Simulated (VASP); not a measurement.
A run of VASP 6.6.1 is set up as follows.

File INCAR:

```
SYSTEM = Mg4Se
ALGO     = Normal         ! electronic algorithm
EDIFF    = 1E-7           ! SCF threshold, eV
ENCUT    = 520            ! plane-wave cutoff, eV
GGA      = PE             ! functional
ISIF     = 2              ! what is computed and relaxed
ISMEAR   = 0              ! smearing method
LASPH    = .TRUE.         ! aspherical terms in the spheres
LCHARG   = .FALSE.        ! write CHGCAR
LREAL    = .FALSE.        ! projectors in reciprocal space
LWAVE    = .FALSE.        ! write WAVECAR
NBANDS   = 15             ! bands
NELM     = 100            ! most SCF steps
PREC     = Accurate       ! precision mode
SIGMA    = 0.1            ! smearing width, eV
```

KPOINTS

```
k-points
0
G
  12 12 6
  0 0 0
```

POSCAR

```
Mg4Se
1.0
    5.1840966238      0.0000000000      0.0000000000
   -2.5920483119      4.4895593719      0.0000000000
    0.0000000000      0.0000000000      7.5972703880
Mg Se
4 1
Direct
    0.3333333333      0.6666666667      0.0000000000
    0.6666666667      0.3333333333      0.0000000000
    0.0000000000      0.0000000000      0.8137107643
    0.0000000000      0.0000000000      0.1862892357
    0.0000000000      0.0000000000      0.5000000000
```

Potentials or basis: VASP PAW PBE potentials, release 64 (Mg, Se).

Launch:

```sh
$ cat potpaw_PBE.64/Mg/POTCAR potpaw_PBE.64/Se/POTCAR > POTCAR
$ mpirun -np 1 vasp_std > vasp.out
```

(1) What does it give for the pressure?

(2) Predict the band gap on the k mesh.

## Answers

(1) -0.1 GPa.

(2) zero (band 7 reaches 1.47 eV, above the bottom of band 8 at -0.26 eV).
